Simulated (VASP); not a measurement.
# InAgTe2 (I-42d) in VASP: notebook

InAgTe2 is run at these levels: PBE, r2SCAN; tasks: single point.

All numbers are computed with VASP 6.6.1; they aren't measurements. Logs are shortened: lines on timing, memory, paths and dates and some standing lists are left out, and cuts for length are marked.

### Step 1. The cell of the first run

It takes space group I-42d (No. 122, tetragonal). The conventional cell has a = 6.699 Å, b = 6.699 Å, c = 13.253 Å, α = 90.00°, β = 90.00°, γ = 90.00°. Within 3.8 Å of In (site symmetry -4) lie 4 Te at 2.91 Å. Ag (site symmetry -4) has 4 Te at 2.87 Å within 3.8 Å. Te (site symmetry 2) has 2 Ag at 2.87 Å and 2 In at 2.91 Å within 3.8 Å.

### Step 2. Single point, PBE (37.17 Å³/atom)

File INCAR:

```
SYSTEM = InAgTe2
PREC = Accurate
ENCUT = 500
EDIFF = 1E-6
ISMEAR = -1
SIGMA = 0.02
LREAL = .FALSE.
LASPH = .TRUE.
NELM = 120
ALGO = Normal
ISIF = 2
LWAVE = .FALSE.
LCHARG = .FALSE.
GGA = PE
NBANDS = 46
GGA_COMPAT = .FALSE.
```

File KPOINTS:

```
Automatic mesh
0
G
  4 4 4
  0 0 0
```

File POSCAR:

```
InAgTe2
1.0
   -3.3493287375      3.3493287375      6.6266274252
    3.3493287375     -3.3493287375      6.6266274252
    3.3493287375      3.3493287375     -6.6266274252
In Ag Te
2 2 4
Direct
    0.5000000000      0.5000000000      0.0000000000
    0.2500000000      0.7500000000      0.5000000000
    0.0000000000      0.0000000000      0.0000000000
    0.7500000000      0.2500000000      0.5000000000
    0.3750000000      0.3694875870      0.4944875870
    0.6305124130      0.1250000000      1.0055124130
    0.8750000000      0.8805124130      0.5055124130
    0.1194875870      0.6250000000     -0.0055124130
```

Potentials or basis: VASP PAW PBE potentials, release 64 (In_d, Ag, Te).

The run is started by

```
cat potpaw_PBE.64/In_d/POTCAR potpaw_PBE.64/Ag/POTCAR potpaw_PBE.64/Te/POTCAR > POTCAR
mpirun -np 1 vasp_std > vasp.out
```

OUTCAR:

```text
SYSTEM = InAgTe2
   PREC = Accurate
   ENCUT = 500
   EDIFF = 1E-6
   ISMEAR = -1
   LREAL = .FALSE.
   LASPH = .TRUE.
   NELM = 120
   ISIF = 2
   GGA = PE

 ion  position               nearest neighbor table
   1  0.500  0.500  0.000-   7 2.91   6 2.91   8 2.91   5 2.91
   2  0.250  0.750  0.500-   6 2.91   5 2.91   7 2.91   8 2.91
   3  0.000  0.000  0.000-   6 2.87   7 2.87   8 2.87   5 2.87
   4  0.750  0.250  0.500-   5 2.87   6 2.87   7 2.87   8 2.87
   5  0.375  0.369  0.494-   4 2.87   3 2.87   1 2.91   2 2.91
   6  0.631  0.125  0.006-   3 2.87   4 2.87   1 2.91   2 2.91
   7  0.875  0.881  0.506-   3 2.87   4 2.87   2 2.91   1 2.91
   8  0.119  0.625  0.994-   3 2.87   4 2.87   2 2.91   1 2.91

  LATTYP: Found a body centered tetragonal cell.
 ALAT       =     6.6986574750
 C/A-ratio  =     1.9784941833

  Lattice vectors:

 A1 = (  -3.3493287375,   3.3493287375,   6.6266274252)
 A2 = (   3.3493287375,  -3.3493287375,   6.6266274252)
 A3 = (   3.3493287375,   3.3493287375,  -6.6266274252)

Analysis of symmetry for initial positions (statically):
=====================================================================
 Subroutine PRICEL returns:
 Original cell was already a primitive cell.

 Routine SETGRP: Setting up the symmetry group for a
 body centered tetragonal supercell.

 Subroutine GETGRP returns: Found  8 space group operations
 (whereof  4 operations were pure point group operations)
 out of a pool of 16 trial point group operations.

The static configuration has the point symmetry S_4 .
 The point group associated with its full space group is D_2d.

Analysis of symmetry for dynamics (positions and initial velocities):
=====================================================================
 Subroutine PRICEL returns:
 Original cell was already a primitive cell.

 Routine SETGRP: Setting up the symmetry group for a
 body centered tetragonal supercell.

 Subroutine GETGRP returns: Found  8 space group operations
 (whereof  4 operations were pure point group operations)
 out of a pool of 16 trial point group operations.

The dynamic configuration has the point symmetry S_4 .
 The point group associated with its full space group is D_2d.

 Subroutine INISYM returns: Found  8 space group operations
 (whereof  4 operations are pure point group operations),
 and found     1 'primitive' translations

----------------------------------------------------------------------------------------

                                     Primitive cell

  volume of cell :     297.3501

  direct lattice vectors                    reciprocal lattice vectors
    -3.349328738  3.349328738  6.626627425     0.000000000  0.149283644  0.075453163
     3.349328738 -3.349328738  6.626627425     0.149283644  0.000000000  0.075453163
     3.349328738  3.349328738 -6.626627425     0.149283644  0.149283644  0.000000000

  length of vectors
     8.145440259  8.145440259  8.145440259     0.167268605  0.167268605  0.211118954

  position of ions in fractional coordinates (direct lattice)
     0.500000000  0.500000000  0.000000000
     0.250000000  0.750000000  0.500000000
     0.000000000  0.000000000  0.000000000
     0.750000000  0.250000000  0.500000000
     0.375000000  0.369487587  0.494487587
     0.630512413  0.125000000  0.005512413
     0.875000000  0.880512413  0.505512413
     0.119487587  0.625000000  0.994487587

  ion indices of the primitive-cell ions
   primitive index   ion index
                 1           1
                 2           2
                 3           3
                 4           4
                 5           5
                 6           6
                 7           7
                 8           8

----------------------------------------------------------------------------------------

 KPOINTS: Automatic mesh

Automatic generation of k-mesh.
 Grid dimensions read from file:
 generate k-points for:    4    4    4

 Generating k-lattice:

  Cartesian coordinates                     Fractional coordinates (reciprocal lattice)
     0.000000000  0.037320911  0.018863291     0.250000000  0.000000000  0.000000000
     0.037320911  0.000000000  0.018863291     0.000000000  0.250000000  0.000000000
     0.037320911  0.037320911  0.000000000     0.000000000  0.000000000  0.250000000

  Length of vectors
     0.041817151  0.041817151  0.052779739

  Shift w.r.t. Gamma in fractional coordinates (k-lattice)
     0.000000000  0.000000000  0.000000000

 Subroutine IBZKPT returns following result:
 ===========================================

 Found     13 irreducible k-points:

 Following reciprocal coordinates:
            Coordinates               Weight
  0.000000  0.000000  0.000000      1.000000
  0.250000  0.000000  0.000000      8.000000
  0.500000  0.000000  0.000000      4.000000
  0.250000  0.250000  0.000000      8.000000
  0.500000  0.250000  0.000000     16.000000
 -0.250000  0.250000  0.000000      4.000000
  0.500000  0.500000  0.000000      2.000000
  0.250000  0.250000  0.250000      2.000000
 -0.250000  0.250000  0.250000      4.000000
  0.500000  0.500000  0.250000      4.000000
 -0.250000  0.500000  0.250000      8.000000
 -0.250000 -0.250000  0.250000      2.000000
  0.500000  0.500000  0.500000      1.000000
   k-points           NKPTS =     13   k-points in BZ     NKDIM =     13   number of bands    NBANDS=     46
   number of dos      NEDOS =    301   number of ions     NIONS =      8
   total plane-waves  NPLWV = 216000
   dimension x,y,z NGX =    60 NGY =   60 NGZ =   60
   dimension x,y,z NGXF=   120 NGYF=  120 NGZF=  120
   ions per type =               2   2   4
   NGX,Y,Z   is equivalent  to a cutoff of  12.25, 12.25, 12.25 a.u.
   NGXF,Y,Z  is equivalent  to a cutoff of  24.49, 24.49, 24.49 a.u.
 SYSTEM =  InAgTe2
   PREC   = accura    normal or accurate (medium, high low for compatibility)
   ISTART =      0    job   : 0-new  1-cont  2-samecut
   ICHARG =      2    charge: 1-file 2-atom 10-const
   ISPIN  =      1    spin polarized calculation?
   LNONCOLLINEAR =      F non collinear calculations
   LSORBIT =      F    spin-orbit coupling
   LASPH  =      T    aspherical Exc in radial PAW
   ENCUT  =  500.0 eV  36.75 Ry    6.06 a.u.  14.85 14.85 14.85*2*pi/ulx,y,z
   NELM   =    120;   NELMIN=  2; NELMDL= -5     # of ELM steps
   EDIFF  = 0.1E-05   stopping-criterion for ELM
   LREAL  =      F    real-space projection
   EDIFFG = 0.1E-04   stopping-criterion for IOM
   NSW    =      0    number of steps for IOM
   IBRION =     -1    ionic relax: 0-MD 1-quasi-New 2-CG
   NFREE  =      0    steps in history (QN), initial steepest desc. (CG)
   ISIF   =      2    stress and relaxation
   ISYM   =      2    0-nonsym 1-usesym 2-fastsym
   POTIM  = 0.5000    time-step for ionic-motion
   TEBEG  =    0.0;   TEEND  =   0.0 temperature during run
   PSTRESS=    0.0 pullay stress
   NELECT =      72.0000    total number of electrons
   NUPDOWN=      -1.0000    fix difference up-down
   EMIN   =  10.00;   EMAX   =-10.00  energy-range for DOS
   EFERMI =   0.00;   METHOD = LEGACY
   ISMEAR =    -1;   SIGMA  =   0.02  broadening in eV -4-tet -1-fermi 0-gaus
   EFERMI_NEDOS =   21; number of points for ismear=-14 and -15
   IALGO  =     38    algorithm
   IMIX   =      4    mixing-type and parameters
     AMIX     =   0.40;   BMIX     =  1.00
     AMIX_MAG =   1.60;   BMIX_MAG =  1.00
  volume/ion in A,a.u.               =      37.17       250.83
  Fermi-wavevector in a.u.,A,eV,Ry     =   1.020382  1.928243 14.166118  1.041180
  Thomas-Fermi vector in A             =   2.153949
   LORBIT       =      0    0 simple, 1 ext, 2 COOP (PROOUT), +10 PAW based schemes
   GGA     = PE    functional components
   LHFCALC =     F    Hartree Fock is set to
   AEXX    =    0.0000 exact exchange contribution
   IVDW    =     0    specifies the selected vdW correction
   LEPSILON=     F    determine dielectric tensor
   LRPA    =     F    only Hartree local field effects (RPA)
 non-spin polarized calculation
  energy-cutoff  :      500.00
  volume of cell :      297.35
 maximum number of plane-waves:      7584
   NGX = 29   NGY = 29   NGZ = 29

 number of electron      71.9999996 magnetization

 Free energy of the ion-electron system (eV)
  ---------------------------------------------------
  ext. energy  EPLUGINS =         0.00000000
  ---------------------------------------------------
  free energy    TOTEN  =       -25.34924704 eV

  energy without entropy =      -25.34840973  energy(sigma->0) =      -25.34882839

 E-fermi :   3.3663     XC(G=0):  -8.2229

 val. band max:        3.3167454690   @ k =   0.0000   0.0000   0.0000
 cond. band min:       3.3912393941   @ k =   0.0000   0.0000   0.0000
 fundamental gap:      0.0744939251
 Fermi energy:         3.3663406889

 k-point     1 :       0.0000    0.0000    0.0000
  band No.  band energies     occupation
      1     -11.1770      2.00000
      2     -11.1725      2.00000
      3     -11.1725      2.00000
      4     -11.1334      2.00000
      5     -11.1222      2.00000
      6     -11.1222      2.00000
[... 38 lines left out ...]
     45       7.7684      0.00000
     46       7.7684      0.00000

 k-point     2 :       0.2500    0.0000    0.0000
  band No.  band energies     occupation
      1     -11.1765      2.00000
      2     -11.1735      2.00000
      3     -11.1692      2.00000
      4     -11.1346      2.00000
      5     -11.1266      2.00000
      6     -11.1210      2.00000
[... 38 lines left out ...]
     45       7.7491      0.00000
     46       8.0325      0.00000

 k-point     3 :       0.5000    0.0000    0.0000
  band No.  band energies     occupation
      1     -11.1758      2.00000
      2     -11.1752      2.00000
      3     -11.1640      2.00000
      4     -11.1374      2.00000
      5     -11.1306      2.00000
      6     -11.1201      2.00000
[... 38 lines left out ...]
     45       8.0015      0.00000
     46       8.1094      0.00000

 k-point     4 :       0.2500    0.2500    0.0000
  band No.  band energies     occupation
      1     -11.1757      2.00000
      2     -11.1753      2.00000
      3     -11.1638      2.00000
      4     -11.1394      2.00000
      5     -11.1259      2.00000
      6     -11.1230      2.00000
[... 381 lines left out ...]
     45       8.1267      0.00000
     46       8.2612      0.00000

 k-point    12 :      -0.2500   -0.2500    0.2500
  band No.  band energies     occupation
      1     -11.1744      2.00000
      2     -11.1744      2.00000
      3     -11.1710      2.00000
      4     -11.1401      2.00000
      5     -11.1201      2.00000
      6     -11.1201      2.00000
[... 38 lines left out ...]
     45       7.9463      0.00000
     46       7.9463      0.00000

 k-point    13 :       0.5000    0.5000    0.5000
  band No.  band energies     occupation
      1     -11.1761      2.00000
      2     -11.1761      2.00000
      3     -11.1558      2.00000
      4     -11.1558      2.00000
      5     -11.1181      2.00000
      6     -11.1181      2.00000
[... 38 lines left out ...]
     45       8.8098      0.00000
     46       8.8099      0.00000

------------------------ aborting loop because EDIFF is reached ----------------------------------------

  FORCE on cell =-STRESS in cart. coord.  units (eV):
  Direction    XX          YY          ZZ          XY          YZ          ZX
  --------------------------------------------------------------------------------------
  -------------------------------------------------------------------------------------
  Total       -3.5062429     -3.5062429     -3.4736415      0.0000000      0.0000000     -0.0000000
  in kB      -18.8922848    -18.8922848    -18.7166224      0.0000000      0.0000000     -0.0000000
  external PRESSURE =     -18.8337307 kB  Pullay stress =       0.0000000 kB

 VOLUME and BASIS-vectors are now :
 -----------------------------------------------------------------------------
  energy-cutoff  :      500.00
  volume of cell :      297.35
      direct lattice vectors                 reciprocal lattice vectors
    -3.349328738  3.349328738  6.626627425     0.000000000  0.149283644  0.075453163
     3.349328738 -3.349328738  6.626627425     0.149283644  0.000000000  0.075453163
     3.349328738  3.349328738 -6.626627425     0.149283644  0.149283644  0.000000000

 POSITION                                       TOTAL-FORCE (eV/Angst)
 -----------------------------------------------------------------------------------
      0.00000      0.00000      6.62663        -0.000000      0.000000     -0.000000
      3.34933      0.00000      3.31331        -0.000000      0.000000     -0.000000
      0.00000      0.00000      0.00000        -0.000000      0.000000      0.000000
      0.00000      3.34933      3.31331        -0.000000      0.000000      0.000000
      1.63774      1.67466      1.65666         0.061195      0.000000      0.000000
     -1.67466      1.71159      4.96997        -0.000000     -0.061195     -0.000000
      1.71159      1.67466      8.28328        -0.061195      0.000000     -0.000000
      5.02399      1.63774     -1.65666        -0.000000      0.061195      0.000000
 -----------------------------------------------------------------------------------
    total drift:                               -0.000003     -0.000003     -0.000003

  FREE ENERGIE OF THE ION-ELECTRON SYSTEM (eV)
  ---------------------------------------------------
  free  energy   TOTEN  =       -25.3492470412 eV

  energy  without entropy=      -25.3484097329  energy(sigma->0) =      -25.34882839
```

It took 3.5 min on 1 thread of Intel Xeon Platinum 8488C (Sapphire Rapids), shared host; peak memory 0.58 GiB.

Results:

```yaml
Free_energy: -25.3492 eV
Pressure: -1.9 GPa
Largest_force: 0.061 eV/Å
Band_gap_on_the_k_mesh: 0.07 eV
```

Forces in eV/Å, atoms in the order of the input:
```
In   0.000  0.000  0.000
In   0.000  0.000  0.000
Ag   0.000  0.000  0.000
Ag   0.000  0.000  0.000
Te   0.061  0.000  0.000
Te   0.000 -0.061  0.000
Te  -0.061  0.000  0.000
Te   0.000  0.061  0.000
```

Levels at points of the mesh, in eV from the valence-band top:
| k point | band 32 | band 33 | band 34 | band 35 | band 36 | band 37 | band 38 | band 39 | band 40 | band 41 |
| --- | --- | --- | --- | --- | --- | --- | --- | --- | --- | --- |
| (0.00, 0.00, 0.00) | -1.54 | -1.54 | 0.00 | 0.00 | 0.00 | 0.07 | 1.88 | 2.37 | 3.55 | 3.55 |
| (0.50, 0.00, 0.00) | -1.54 | -1.33 | -0.99 | -0.94 | -0.41 | 1.60 | 1.95 | 3.03 | 3.52 | 3.77 |
| (0.50, 0.50, 0.00) | -1.11 | -0.71 | -0.71 | -0.36 | -0.36 | 0.91 | 0.91 | 2.88 | 2.88 | 4.20 |
| (0.50, 0.50, 0.50) | -1.55 | -1.03 | -1.03 | -0.71 | -0.71 | 1.50 | 1.50 | 2.34 | 2.34 | 2.93 |

Caveat: spin-orbit coupling is left out, which moves the levels of the heavy elements.

### Step 3. Single point, r2SCAN (32.04 Å³/atom)

This run uses another cell than the first one, of 32.04 Å³/atom.

File POSCAR:

```
InAgTe2
1.0
   -3.1913841392      3.1913841392      6.2922876238
    3.1913841392     -3.1913841392      6.2922876238
    3.1913841392      3.1913841392     -6.2922876238
In Ag Te
2 2 4
Direct
    0.5000000000      0.5000000000      0.0000000000
    0.2500000000      0.7500000000      0.5000000000
    0.0000000000      0.0000000000      0.0000000000
    0.7500000000      0.2500000000      0.5000000000
    0.3750000000      0.3719630006      0.4969630006
    0.6280369994      0.1250000000      1.0030369994
    0.8750000000      0.8780369994      0.5030369994
    0.1219630006      0.6250000000     -0.0030369994
```

File INCAR.step1:

```
SYSTEM = InAgTe2
ALGO = Normal
EDIFF = 1E-5
ENCUT = 550
GGA = PE
GGA_COMPAT = .False.
ISMEAR = -1
LASPH = .True.
LCHARG = .False.
LREAL = .False.
LWAVE = .True.
NBANDS = 46
NELM = 120
PREC = Accurate
SIGMA = 0.02
```

File INCAR.step2:

```
SYSTEM = InAgTe2
ALGO = Normal
EDIFF = 1E-6
ENCUT = 550
GGA_COMPAT = .False.
ISIF = 2
ISMEAR = -1
ISTART = 1
LASPH = .True.
LCHARG = .False.
LMIXTAU = .True.
LREAL = .False.
LWAVE = .False.
METAGGA = R2SCAN
NBANDS = 46
NELM = 120
PREC = Accurate
SIGMA = 0.02
```

File KPOINTS:

```
k-points
0
Gamma
  4 4 4
  0 0 0
```

Potentials or basis: VASP PAW PBE potentials, release 64 (In_d, Ag, Te).

The run is started by

```
cat potpaw_PBE.64/In_d/POTCAR potpaw_PBE.64/Ag/POTCAR potpaw_PBE.64/Te/POTCAR > POTCAR
cp INCAR.step1 INCAR
mpirun -np 1 vasp_std > vasp.out
cp INCAR.step2 INCAR
mpirun -np 1 vasp_std > vasp.out
```

Run time: 7.3 min. Hardware: 1 thread of Intel Xeon 6975P-C (Granite Rapids), shared host; peak memory 0.64 GiB.

The run converged. Its results:

| Property | Result |
| --- | --- |
| Free energy | -192.3879 eV |
| Pressure | 3.0 GPa |
| Largest force | 0.141 eV/Å |
| Band gap on the k mesh | 0.72 eV |

Forces in eV/Å, atoms in the order of the input:
```
In   0.000  0.000  0.000
In   0.000  0.000  0.000
Ag   0.000  0.000  0.000
Ag   0.000  0.000  0.000
Te  -0.141  0.000  0.000
Te   0.000  0.141  0.000
Te   0.141  0.000  0.000
Te   0.000 -0.141  0.000
```

Stress tensor (GPa, compression positive):
```
3.04 0.00 0.00
0.00 3.04 0.00
0.00 0.00 2.96
```

Levels at points of the mesh, in eV from the valence-band top:
```tsv
k point	band 33	band 34	band 35	band 36	band 37	band 38	band 39	band 40
(0.00, 0.00, 0.00)	-2.13	-0.09	-0.09	0.00	0.72	2.23	2.25	3.82
(0.50, 0.00, 0.00)	-1.77	-1.40	-1.34	-0.67	2.22	2.57	3.25	3.99
(0.50, 0.50, 0.00)	-0.99	-0.99	-0.60	-0.60	1.38	1.38	3.31	3.31
(0.50, 0.50, 0.50)	-1.42	-1.42	-1.09	-1.09	1.88	1.88	2.26	2.26
```

Caveat: the cell stands under pressure; the PAW data sets were made with another functional, which shifts forces and pressure a little; spin-orbit coupling is left out, which moves the levels of the heavy elements. r2SCAN opens gaps a little over a GGA but as a rule still falls short of measured ones.
